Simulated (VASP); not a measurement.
Crystal: Be2ZnTe2Se.

```
Be Zn Te Se
1.0
     3.58356    0.00000    0.00000
     0.00000    3.58356    0.00000
     0.00000    0.00000   11.24113
Be Zn Te Se
2 1 2 1
Direct
  0.50000 0.00000 0.57249
  0.00000 0.50000 0.42751
  0.50000 0.50000 0.00000
  0.50000 0.00000 0.35446
  0.00000 0.50000 0.64554
  0.00000 0.00000 0.00000
```

The cell was generated, and may not be a known phase.

- Program: VASP 6.6.1
- Task: relaxation of cell and atoms
- Functional: PBE
- Potentials or basis: VASP PAW PBE potentials, release 64 (Be, Zn, Te, Se)
- Cutoff: 600 eV
- k mesh: 10 × 10 × 4
- Occupations: gaussian, width 0.1 eV
- Spin: no spin polarisation

At the start: pressure 0.5 GPa; volume 24.06 Å³/atom.

Problem. How do energy, volume and symmetry change on relaxing?

Solution. Over 22 steps the energy falls by 2.4 meV/atom and the volume is 25.90 Å³/atom (+7.7 %); space group P-4m2 (No. 115, to 0.1 Å) before and after.

The path:
```csv
step,energy change (eV),largest force (eV/Å),pressure (GPa),volume (Å³)
1,0.0000,0.1189,0.48,144.36
2,-0.0044,0.0852,-0.07,145.85
3,-0.0044,0.0869,-0.03,145.79
4,-0.0051,0.0518,0.05,145.81
5,-0.0057,0.0178,0.16,145.84
6,-0.0063,0.0111,0.14,146.09
7,-0.0077,0.0207,0.09,146.81
8,-0.0096,0.0478,-0.02,148.26
9,-0.0096,0.1185,-0.19,151.16
10,-0.0102,0.0828,-0.12,149.68
11,-0.0107,0.0796,-0.06,149.97
12,-0.0116,0.0696,0.05,150.82
13,-0.0108,0.1121,0.30,152.51
14,-0.0118,0.0621,0.12,151.32
15,-0.0122,0.0546,0.05,151.91
16,-0.0126,0.0462,-0.02,152.55
17,-0.0126,0.0343,-0.17,153.83
18,-0.0127,0.0370,-0.09,153.23
19,-0.0134,0.0343,-0.08,153.66
20,-0.0142,0.0257,0.00,154.79
21,-0.0142,0.0241,0.01,154.99
22,-0.0144,0.0025,-0.01,155.42
```

Final structure:
```yaml
crystal:
  lattice:
    - [3.60022, 0.00000, 0.00000]
    - [0.00000, 3.60022, 0.00000]
    - [0.00000, 0.00000, 11.99107]
  atoms:
    - { symbol: Be, position: [0.50000, 0.00000, 0.56793] }
    - { symbol: Be, position: [0.00000, 0.50000, 0.43207] }
    - { symbol: Zn, position: [0.50000, 0.50000, 0.00000] }
    - { symbol: Te, position: [0.50000, 0.00000, 0.36471] }
    - { symbol: Te, position: [0.00000, 0.50000, 0.63529] }
    - { symbol: Se, position: [0.00000, 0.00000, 0.00000] }
```
